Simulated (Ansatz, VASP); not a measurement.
ScAl3N3 in VASP and in Ansatz

The input POSCAR:

```
ScAl3N3
1.0
    4.4384981840     -0.0063591924     -0.0003985061
    0.1490003546      4.6655268964     -0.0058032028
    2.1685561268      2.2099247484      4.3970508752
Sc Al N
1 3 3
Direct
    0.1470337391      0.4102253519      0.5907830376
    0.3767374133      0.1392677801      0.1215554332
    0.6077553316      0.8945254394      0.6078174941
    0.8755748263      0.6771376156      0.0982307199
    0.7345298689      0.0304475404      0.8460350203
    0.9905688831      0.8087370345      0.3444030088
    0.2533989476      0.5252562180      0.8911762961
```

File INCAR.step1:

```
SYSTEM = ScAl3N3
PREC     = Accurate       ! precision mode
ENCUT    = 660            ! plane-wave cutoff, eV
ISMEAR   = 0              ! smearing method
SIGMA    = 0.1            ! smearing width, eV
LREAL    = .FALSE.        ! projectors in reciprocal space
LASPH    = .TRUE.         ! aspherical terms in the spheres
NELM     = 120            ! most SCF steps
NBANDS   = 26             ! bands
GGA      = PE             ! functional
ALGO     = Normal         ! electronic algorithm
EDIFF    = 1E-5           ! SCF threshold, eV
LWAVE    = .TRUE.         ! write WAVECAR
LCHARG   = .FALSE.        ! write CHGCAR
GGA_COMPAT= .FALSE.      
KPAR     = 4
```

The input INCAR.step2:

```
SYSTEM = ScAl3N3
PREC     = Accurate       ! precision mode
ENCUT    = 660            ! plane-wave cutoff, eV
EDIFF    = 1E-6           ! SCF threshold, eV
ISMEAR   = 0              ! smearing method
SIGMA    = 0.1            ! smearing width, eV
LREAL    = .FALSE.        ! projectors in reciprocal space
LASPH    = .TRUE.         ! aspherical terms in the spheres
NELM     = 120            ! most SCF steps
ALGO     = Normal         ! electronic algorithm
ISIF     = 2              ! what is computed and relaxed
LWAVE    = .FALSE.        ! write WAVECAR
LCHARG   = .FALSE.        ! write CHGCAR
METAGGA  = R2SCAN         ! meta-GGA
LMIXTAU  = .TRUE.       
NBANDS   = 26             ! bands
ISTART   = 1            
GGA_COMPAT= .FALSE.      
KPAR     = 4
```

File KPOINTS:

```
Automatic mesh
0
G
  8 8 8
  0 0 0
```

Input for Ansatz:

```yaml
crystal:
  lattice:
    - [4.438498184, -0.0063591924, -0.0003985061]
    - [0.1490003546, 4.6655268964, -0.0058032028]
    - [2.1685561268, 2.2099247484, 4.3970508752]
  atoms:
    - { symbol: Sc, position: [0.1470337391, 0.4102253519, 0.5907830376] }
    - { symbol: Al, position: [0.3767374133, 0.1392677801, 0.1215554332] }
    - { symbol: Al, position: [0.6077553316, 0.8945254394, 0.6078174941] }
    - { symbol: Al, position: [0.8755748263, 0.6771376156, 0.0982307199] }
    - { symbol: "N", position: [0.7345298689, 0.0304475404, 0.8460350203] }
    - { symbol: "N", position: [0.9905688831, 0.8087370345, 0.3444030088] }
    - { symbol: "N", position: [0.2533989476, 0.525256218, 0.8911762961] }
basis:
  ecutwfc: 500
kpoints:
  mp_grid: { grid: [8, 8, 8] }
  band_path:
    path:
      - [[0.0, 0.0, 0.0], [0.0, 0.5, 0.0]]
      - [[0.5, 0.0, 0.0], [0.0, 0.0, 0.0], [0.0, 0.0, -0.5]]
      - [[-0.5, -0.5, -0.5], [0.0, 0.0, 0.0], [-0.5, 0.0, -0.5]]
      - [[0.0, -0.5, -0.5], [0.0, 0.0, 0.0], [-0.5, 0.5, 0.0]]
    npoints: 14
hamiltonian:
  xc: r2scan
scf:
  occupations: { method: gaussian, width: 0.1 }
  n_extra_bands: 17
output:
  forces: true
  stress: true
  eigenvalues: true
  populations: true
  dos: { projected: true, de: 0.02, nscf_kmesh: { grid: [10, 10, 10] } }
  bader: true
  write_density: true
  write_potential: true
  elf: true
  volumetric_format: npy
```

Alike in both runs: task single point; functional r2SCAN; k mesh 8 × 8 × 8; occupations gaussian, width 0.1 eV; no spin polarisation.

|  | VASP | Ansatz |
| --- | --- | --- |
| version | VASP 6.6.1 | Ansatz 0.2.0 |
| potentials or method | VASP PAW PBE potentials, release 64 (Sc_sv, Al, N), cutoff 660 eV | scalar-relativistic, plane waves, PAW |
| valence electrons in the cell | 35 | 35 |

```csv
,VASP,Ansatz,Ansatz less VASP
gap on the k mesh at the Fermi level (eV),none,none,-
pressure (GPa),-2.6,-2.7,-0.14
"traceless stress, the component that is largest in VASP (GPa)",-0.43,-0.35,+0.085
rms of the force components (eV/Å),0.106,0.083,-0.0226
```

VASP's potentials were made for PBE, not for r2SCAN. Atom by atom the forces differ by 0.041 eV/Å (rms over components). A gap of «none» marks a metal or a gap that the smearing closes. The functional is the same, so the differences come from potentials, cutoffs and numerics.
